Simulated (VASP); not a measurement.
A run of VASP 6.6.1 is set up as follows.

File POSCAR:

```
Lu
1.0
    0.0000000000      2.4695003927      2.4695003927
    2.4695003927      0.0000000000      2.4695003927
    2.4695003927      2.4695003927      0.0000000000
Lu
1
Direct
    0.0000000000      0.0000000000      0.0000000000
```

File INCAR.step1:

```
SYSTEM = Lu
PREC = Accurate
ENCUT = 520
ISMEAR = -1
SIGMA = 0.1
LREAL = .False.
LASPH = .True.
NELM = 100
NBANDS = 18
GGA = PE
ALGO = Normal
EDIFF = 1E-4
LWAVE = .True.
LCHARG = .False.
```

INCAR.step2

```
SYSTEM = Lu
PREC = Accurate
ENCUT = 520
EDIFF = 1E-6
ISMEAR = -1
SIGMA = 0.1
LREAL = .False.
LASPH = .True.
NELM = 100
ALGO = Normal
ISIF = 2
LWAVE = .False.
LCHARG = .True.
METAGGA = R2SCAN
LMIXTAU = .True.
LELF = .True.
LVHAR = .True.
NBANDS = 18
ISTART = 1
```

Contents of KPOINTS:

```
regular mesh
0
Gamma
  12 12 12
  0 0 0
```

Potentials or basis: VASP PAW PBE potentials, release 64 (Lu).

The run is started by

```sh
$ cat potpaw_PBE.64/Lu/POTCAR > POTCAR
$ cp INCAR.step1 INCAR
$ mpirun -np 1 vasp_std > vasp.out
$ cp INCAR.step2 INCAR
$ mpirun -np 1 vasp_std > vasp.out
```

(1) Estimate the band gap on the k mesh.

(2) Estimate the pressure.

Answers

(1) zero (an odd number of electrons rules out a gap without spin polarisation).

(2) -1.0 GPa.

Caveat: the PAW data sets were made with another functional, which shifts forces and pressure a little; spin-orbit coupling is left out, which moves the levels of the heavy elements.
